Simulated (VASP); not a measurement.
# Zr3In in VASP: single point with revPBE

Aim: the single point of Zr3In with revPBE.

Everything below comes from runs of VASP 6.6.1. Logs are shortened: lines on timing, memory, paths and dates and some standing lists are left out, and cuts for length are marked.

### 1 The cell of the first run

The cell holds a disordered packing, 4 atoms: a = 5.796 Å, b = 4.822 Å, c = 4.039 Å, α = 77.49°, β = 77.14°, γ = 69.42°.

### 2 Single point, revPBE

The input, INCAR:

```
ALGO = Normal
EDIFF = 1E-6
ENCUT = 520
GGA = RE
ISIF = 2
ISMEAR = -1
LASPH = True
LCHARG = False
LREAL = False
LWAVE = False
NBANDS = 32
NELM = 60
PREC = Accurate
SIGMA = 0.1
```

The input, KPOINTS:

```
k-points
0
Gamma
  4 4 5
```

The input, POSCAR:

```
Zr3In
1.0
    4.8441910000      3.0070950000      1.0399460000
   -0.9929340000      4.6914410000      0.5035750000
   -0.0676030000      0.4538370000      4.0129030000
Zr In
3 1
Direct
    0.4436780000      0.5525350000      0.5399220000
    0.2078320000      0.0557320000      0.9850090000
    0.7607160000      0.9382680000      0.8646420000
    0.9895840000      0.5094070000      0.4096000000
```

Potentials or basis: VASP PAW PBE potentials, release 64 (Zr_sv, In_d).

On the command line:

```console
$ cat potpaw_PBE.64/Zr_sv/POTCAR potpaw_PBE.64/In_d/POTCAR > POTCAR
$ mpirun -np 1 vasp_std > vasp.out
```

OUTCAR:

```text
EDIFF = 1E-6
   ENCUT = 520
   GGA = RE
   ISIF = 2
   ISMEAR = -1
   LASPH = True
   LREAL = False
   NELM = 60
   PREC = Accurate

 ion  position               nearest neighbor table
   1  0.444  0.553  0.540-   4 2.88   4 3.03   3 3.07   2 3.07   2 3.08   2 3.19   3 3.50   3 3.62
                             3 3.80   4 3.91
   2  0.208  0.056  0.985-   4 2.84   4 2.99   3 3.00   3 3.00   1 3.07   1 3.08   1 3.19   4 3.30

   3  0.761  0.938  0.865-   4 2.84   4 2.88   2 3.00   2 3.00   1 3.07   4 3.47   1 3.50   1 3.62
                             1 3.80
   4  0.990  0.509  0.410-   2 2.84   3 2.84   3 2.88   1 2.88   2 2.99   1 3.03   2 3.30   3 3.47
                             1 3.91

  Warning from LATTYP: Got some problem with cell dimensions!
  Tried to take original basis but could not verify dimensions!
  LATTYP: Found a triclinic cell.
 ALAT       =     8.7454041702
 B/A-ratio  =     1.2844380617
 C/A-ratio  =     0.7185002884
 COS(alpha) =     0.0014883654
 COS(beta)  =     0.6184280208
 COS(gamma) =     0.7692501080

  Lattice vectors:

 A1 = (  -3.8512570000,  -7.6985360000,  -1.5435210000)
 A2 = (   2.0534710000,  -9.8367190000,  -5.0200530000)
 A3 = (  -4.9117940000,  -2.5532580000,   2.9729570000)

Analysis of symmetry for initial positions (statically):
=====================================================================
 Subroutine PRICEL returns:
 Original cell was already a primitive cell.

 Routine SETGRP: Setting up the symmetry group for a
 triclinic supercell.

 Subroutine GETGRP returns: Found  1 space group operations
 (whereof  1 operations were pure point group operations)
 out of a pool of  2 trial point group operations.

The static configuration has the point symmetry C_1 .

Analysis of symmetry for dynamics (positions and initial velocities):
=====================================================================
 Subroutine PRICEL returns:
 Original cell was already a primitive cell.

 Routine SETGRP: Setting up the symmetry group for a
 triclinic supercell.

 Subroutine GETGRP returns: Found  1 space group operations
 (whereof  1 operations were pure point group operations)
 out of a pool of  2 trial point group operations.

The dynamic configuration has the point symmetry C_1 .

 Subroutine INISYM returns: Found  1 space group operations
 (whereof  1 operations are pure point group operations),
 and found     1 'primitive' translations
[... 96 lines left out ...]
   LASPH  =      T    aspherical Exc in radial PAW
   ENCUT  =  520.0 eV  38.22 Ry    6.18 a.u.  10.78  8.97  7.51*2*pi/ulx,y,z
   NELM   =     60;   NELMIN=  2; NELMDL= -5     # of ELM steps
   EDIFF  = 0.1E-05   stopping-criterion for ELM
   LREAL  =      F    real-space projection
   EDIFFG = 0.1E-04   stopping-criterion for IOM
   NSW    =      0    number of steps for IOM
   IBRION =     -1    ionic relax: 0-MD 1-quasi-New 2-CG
   NFREE  =      0    steps in history (QN), initial steepest desc. (CG)
   ISIF   =      2    stress and relaxation
   ISYM   =      2    0-nonsym 1-usesym 2-fastsym
   POTIM  = 0.5000    time-step for ionic-motion
   TEBEG  =    0.0;   TEEND  =   0.0 temperature during run
   PSTRESS=    0.0 pullay stress
   NELECT =      49.0000    total number of electrons
   NUPDOWN=      -1.0000    fix difference up-down
   EMIN   =  10.00;   EMAX   =-10.00  energy-range for DOS
   EFERMI =   0.00;   METHOD = LEGACY
   ISMEAR =    -1;   SIGMA  =   0.10  broadening in eV -4-tet -1-fermi 0-gaus
   EFERMI_NEDOS =   21; number of points for ismear=-14 and -15
   IALGO  =     38    algorithm
   IMIX   =      4    mixing-type and parameters
     AMIX     =   0.40;   BMIX     =  1.00
     AMIX_MAG =   1.60;   BMIX_MAG =  1.00
  volume/ion in A,a.u.               =      25.46       171.80
  Fermi-wavevector in a.u.,A,eV,Ry     =   1.282859  2.424253 22.391488  1.645728
  Thomas-Fermi vector in A             =   2.415146
   LORBIT       =      0    0 simple, 1 ext, 2 COOP (PROOUT), +10 PAW based schemes
   GGA     = RE    functional components
   LHFCALC =     F    Hartree Fock is set to
   AEXX    =    0.0000 exact exchange contribution
   IVDW    =     0    specifies the selected vdW correction
   LEPSILON=     F    determine dielectric tensor
   LRPA    =     F    only Hartree local field effects (RPA)
 non-spin polarized calculation
  energy-cutoff  :      520.00
  volume of cell :      101.83
 maximum number of plane-waves:      2762
 NGX is ok and might be reduce to    48
   NGX = 21   NGY = 17   NGZ = 15

 number of electron      49.0000003 magnetization

 Free energy of the ion-electron system (eV)
  ---------------------------------------------------
  ext. energy  EPLUGINS =         0.00000000
  ---------------------------------------------------
  free energy    TOTEN  =       -25.42327223 eV

  energy without entropy =      -25.24843663  energy(sigma->0) =      -25.33585443

 E-fermi :   7.7059     XC(G=0): -10.4790

 val. band max:        7.7039230171   @ k =   0.5000   0.0000   0.2000
 cond. band min:       7.7070856503   @ k =   0.0000   0.2500   0.4000
 fundamental gap:      0.0031626331
 Fermi energy:         7.7059020464

 k-point     1 :       0.0000    0.0000    0.0000
  band No.  band energies     occupation
      1     -41.2408      2.00000
      2     -41.1725      2.00000
      3     -40.8965      2.00000
      4     -19.5269      2.00000
      5     -19.4716      2.00000
      6     -19.2842      2.00000
[... 829 lines left out ...]
     31      10.4650      0.00000
     32      10.5528      0.00000

 [... further k-points ...]

------------------------ aborting loop because EDIFF is reached ----------------------------------------

  FORCE on cell =-STRESS in cart. coord.  units (eV):
  Direction    XX          YY          ZZ          XY          YZ          ZX
  --------------------------------------------------------------------------------------
  -------------------------------------------------------------------------------------
  Total        3.1148575     -0.8951299     -1.1906429     -1.9050543      1.4750490      1.8288702
  in kB       49.0078043    -14.0835818    -18.7330546    -29.9732900     23.2077752     28.7746429
  external PRESSURE =       5.3970560 kB  Pullay stress =       0.0000000 kB

 VOLUME and BASIS-vectors are now :
 -----------------------------------------------------------------------------
  energy-cutoff  :      520.00
  volume of cell :      101.83
      direct lattice vectors                 reciprocal lattice vectors
     4.844191000  3.007095000  1.039946000     0.182632073  0.038794402 -0.001310737
    -0.992934000  4.691441000  0.503575000    -0.113866318  0.191586203 -0.023585572
    -0.067603000  0.453837000  4.012903000    -0.033040236 -0.034095543  0.252495562

 POSITION                                       TOTAL-FORCE (eV/Angst)
 -----------------------------------------------------------------------------------
      1.56413      4.17140      2.90630         0.584311      0.238170     -0.241882
      0.88485      1.33347      4.19694         0.130218     -0.120401      0.120268
      2.69496      7.08178      4.73332        -0.737754      0.361870      0.191198
      4.26024      5.55152      2.92932         0.023225     -0.479639     -0.069584
 -----------------------------------------------------------------------------------
    total drift:                               -0.000107      0.000480     -0.000156

  FREE ENERGIE OF THE ION-ELECTRON SYSTEM (eV)
  ---------------------------------------------------
  free  energy   TOTEN  =       -25.4232722325 eV

  energy  without entropy=      -25.2484366253  energy(sigma->0) =      -25.33585443
```

OSZICAR:

```text
N       E                     dE             d eps       ncg     rms          rms(c)
DAV:   1     0.599138244651E+03    0.59914E+03   -0.23715E+04  2688   0.169E+03
DAV:   2     0.362581284000E+02   -0.56288E+03   -0.54410E+03  2832   0.506E+02
DAV:   3    -0.200575905898E+02   -0.56316E+02   -0.53698E+02  3952   0.149E+02
DAV:   4    -0.263989033606E+02   -0.63413E+01   -0.62241E+01  4032   0.390E+01
DAV:   5    -0.267597449752E+02   -0.36084E+00   -0.36071E+00  4416   0.831E+00    0.153E+01
DAV:   6    -0.255497770293E+02    0.12100E+01   -0.30890E+00  3368   0.101E+01    0.555E+00
DAV:   7    -0.254516474302E+02    0.98130E-01   -0.11853E+00  4200   0.650E+00    0.212E+00
DAV:   8    -0.254181160791E+02    0.33531E-01   -0.29618E-01  3936   0.358E+00    0.128E+00
DAV:   9    -0.254230955856E+02   -0.49795E-02   -0.52899E-02  3592   0.166E+00    0.424E-01
DAV:  10    -0.254237283001E+02   -0.63271E-03   -0.13226E-02  3760   0.859E-01    0.191E-01
DAV:  11    -0.254231679527E+02    0.56035E-03   -0.36136E-03  3768   0.465E-01    0.880E-02
DAV:  12    -0.254232851269E+02   -0.11717E-03   -0.52975E-04  3848   0.169E-01    0.433E-02
DAV:  13    -0.254232721587E+02    0.12968E-04   -0.35327E-05  3688   0.473E-02    0.188E-02
DAV:  14    -0.254232722325E+02   -0.73822E-07   -0.65190E-06  3808   0.170E-02
   1 F= -.25423272E+02 E0= -.25335854E+02  d E =-.174836E+00
```

Wall time 1.8 min (1 thread of Intel Xeon Platinum 8259CL at 2.50GHz (Skylake/Cascade Lake), shared host); peak memory 0.28 GiB.

Results:

| Property | Result |
| --- | --- |
| Free energy | -25.4233 eV |
| Pressure | 0.5 GPa |
| Largest force | 0.844 eV/Å |
| Band gap on the k mesh | zero (an odd number of electrons rules out a gap without spin polarisation) |

Forces in eV/Å, atoms in the order of the input:
```
Zr   0.584  0.238 -0.242
Zr   0.130 -0.120  0.120
Zr  -0.738  0.362  0.191
In   0.023 -0.480 -0.070
```

Levels at points of the mesh, in eV from the Fermi level:
```csv
k point,band 22,band 23,band 24,band 25,band 26,band 27,band 28,band 29
"(0.00, 0.00, 0.00)",-1.35,-0.43,-0.02,0.12,0.56,0.69,1.31,2.18
"(0.50, 0.00, 0.00)",-0.87,-0.48,-0.15,0.34,0.72,1.03,1.64,1.80
"(0.00, 0.50, 0.00)",-0.89,-0.44,-0.33,-0.15,0.21,1.31,1.61,1.81
"(0.50, 0.50, 0.00)",-0.86,-0.53,-0.33,-0.01,0.31,0.82,1.43,1.58
```

Caveat: the PAW data sets were made with another functional, which shifts forces and pressure a little; spin-orbit coupling is left out, which moves the levels of the heavy elements.
